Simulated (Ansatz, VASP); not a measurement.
## One calculation of CuH4, two programs

Contents of INCAR:

```
PREC = Accurate ; ENCUT = 600
EDIFF = 1E-7 ; ISMEAR = 0
SIGMA = 0.1 ; LREAL = False
LASPH = True ; NELM = 60
ALGO = Normal ; ISIF = 3
LWAVE = False ; LCHARG = False
GGA = PE ; IBRION = 2
NSW = 90 ; EDIFFG = -0.04
```

Contents of KPOINTS:

```
regular mesh
0
Gamma
  4 4 6
```

POSCAR

```
CuH4
1.0
    3.4811870700     -3.4811870700      0.0000000000
    3.4811870700      3.4811870700      0.0000000000
    0.0000000000      0.0000000000      3.2000422800
Cu H
1 4
Direct
    0.0000000000      0.0000000000      0.0000000000
    0.6950000000      0.3050000000      0.0000000000
    0.3050000000      0.6950000000      0.0000000000
    0.8050000000      0.8050000000      0.5000000000
    0.1950000000      0.1950000000      0.5000000000
```

Input for Ansatz:

```yaml
crystal:
  lattice:
    - [3.48118707, -3.48118707, 0.0]
    - [3.48118707, 3.48118707, 0.0]
    - [0.0, 0.0, 3.20004228]
  atoms:
    - { symbol: Cu, position: [0.0, 0.0, 0.0] }
    - { symbol: H, position: [0.695, 0.305, 0.0] }
    - { symbol: H, position: [0.305, 0.695, 0.0] }
    - { symbol: H, position: [0.805, 0.805, 0.5] }
    - { symbol: H, position: [0.195, 0.195, 0.5] }
basis:
  ecutwfc: 420
kpoints:
  mp_grid: { grid: [4, 4, 6] }
hamiltonian:
  xc: pbe
scf:
  occupations: { method: gaussian, width: 0.1 }
  lower_state_search: "off"
output:
  forces: true
  stress: true
  eigenvalues: true
relax:
  adjacent_minimum: "off"
  f_tol: 0.04
  max_steps: 70
  cell: { stress_tol: 0.4 }
```

Change from the starting cell: ordered vacancies on the cation sites of rutile (Cmmm, No. 65).

Alike in both runs: task relaxation of cell and atoms; functional PBE; k mesh 4 × 4 × 6; occupations gaussian, width 0.1 eV; no spin polarisation.

|  | VASP | Ansatz |
| --- | --- | --- |
| version | VASP 6.6.1 | Ansatz 0.2.0 |
| potentials or method | VASP PAW PBE potentials, release 64 (Cu, H), cutoff 600 eV | scalar-relativistic, plane waves, PAW |
| valence electrons in the cell | 15 | 23 |

```tsv
	VASP	Ansatz	Ansatz less VASP
gap on the k mesh at the Fermi level, each at its own relaxed structure (eV)	none	none	-
relaxed volume (Å³/atom)	11.79	9.11	-2.679
relaxed cell length with the largest relative difference (Å)	5.118	4.354	-0.7646
```

A gap of «none» marks a metal or a gap that the smearing closes. One of these differences is far larger than is usual between the two programs; its cause wasn't traced. VASP's potentials hold 15 valence electrons a cell and Ansatz's 23, so a difference there can come from the potentials and not from the codes.

Noted on VASP's run: the volume moved by over 15 % at a fixed basis, so the end points are rough.
